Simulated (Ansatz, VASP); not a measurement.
## One calculation of P, two programs

File INCAR:

```
SYSTEM = P
PREC = Accurate
ENCUT = 520
EDIFF = 1E-7
ISMEAR = 0
SIGMA = 0.02
LREAL = .False.
LASPH = .True.
NELM = 60
ALGO = Normal
ISIF = 2
LWAVE = .False.
LCHARG = .True.
LDIPOL = .True.
IDIPOL = 3
DIPOL = 0.5 0.5 0.500
GGA = PE
IVDW = 12
LELF = .True.
LVHAR = .True.
LVACPOTAV = .True.
NBANDS = 12
```

The input KPOINTS:

```
Automatic mesh
0
Gamma
  9 9 1
  0 0 0
```

File POSCAR:

```
P
1.0
    3.2610000000      0.0000000000      0.0000000000
   -1.6305000000      2.8241088418      0.0000000000
    0.0000000000      0.0000000000     28.0000000000
P
2
Direct
    0.3333333333      0.6666666667      0.5190535714
    0.6666666667      0.3333333333      0.4809464286
```

Input for Ansatz:

```yaml
crystal:
  lattice:
    - [3.261, 0.0, 0.0]
    - [-1.6305, 2.8241088418, 0.0]
    - [0.0, 0.0, 28.0]
  atoms:
    - { symbol: P, position: [0.3333333333, 0.6666666667, 0.5190535714] }
    - { symbol: P, position: [0.6666666667, 0.3333333333, 0.4809464286] }
  periodic: [true, true, false]
basis:
  ecutwfc: 420
kpoints:
  mp_grid: { grid: [9, 9, 1] }
hamiltonian:
  xc: pbe
  dispersion: d3bj
scf:
  occupations: { method: gaussian, width: 0.02 }
output:
  forces: true
  stress: true
  eigenvalues: true
```

Alike in both runs: task single point; functional PBE; dispersion D3(BJ); k mesh 9 × 9 × 1; occupations gaussian, width 0.02 eV; no spin polarisation.

|  | VASP | Ansatz |
| --- | --- | --- |
| version | VASP 6.6.1 | Ansatz 0.2.0 |
| potentials or method | VASP PAW PBE potentials, release 64 (P), cutoff 520 eV | scalar-relativistic, plane waves, PAW |
| valence electrons in the cell | 10 | 10 |

```csv
,VASP,Ansatz,Ansatz less VASP
gap on the k mesh at the Fermi level (eV),0.97,0.91,-0.055
least direct gap on the mesh (eV),1.54,1.49,-0.055
rms of the force components (eV/Å),1.677,1.733,+0.0564
```

Atom by atom the forces differ by 0.056 eV/Å (rms over components).
